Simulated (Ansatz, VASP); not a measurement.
Two plane-wave programs on AgB

```xyz
2
Lattice="3.2400 0.0000 0.0000 -1.6200 2.8060 0.0000 0.0000 0.0000 2.8322" Properties=species:S:1:pos:R:3 pbc="T T T"
Ag    0.0000    1.8706    1.4161
B     0.0000    0.0000    0.0000
```

Alike in both runs: task relaxation of cell and atoms; functional PBE; k mesh 18 × 18 × 20; occupations gaussian, width 0.1 eV; no spin polarisation.

|  | VASP | Ansatz |
| --- | --- | --- |
| version | VASP 6.6.1 | Ansatz 0.2.0 |
| potentials or method | VASP PAW PBE potentials, release 64 (Ag, B), cutoff 600 eV | scalar-relativistic, plane waves, PAW |
| valence electrons in the cell | 14 | 22 |

```csv
,VASP,Ansatz,Ansatz less VASP
"gap on the k mesh at the Fermi level, each at its own relaxed structure (eV)",none,none,-
relaxed volume (Å³/atom),12.90,12.90,+0.007
relaxed cell length with the largest relative difference (Å),2.759,2.766,+0.0070
```

A gap of «none» marks a metal or a gap that the smearing closes. VASP's potentials hold 14 valence electrons a cell and Ansatz's 22, so a difference there can come from the potentials and not from the codes.
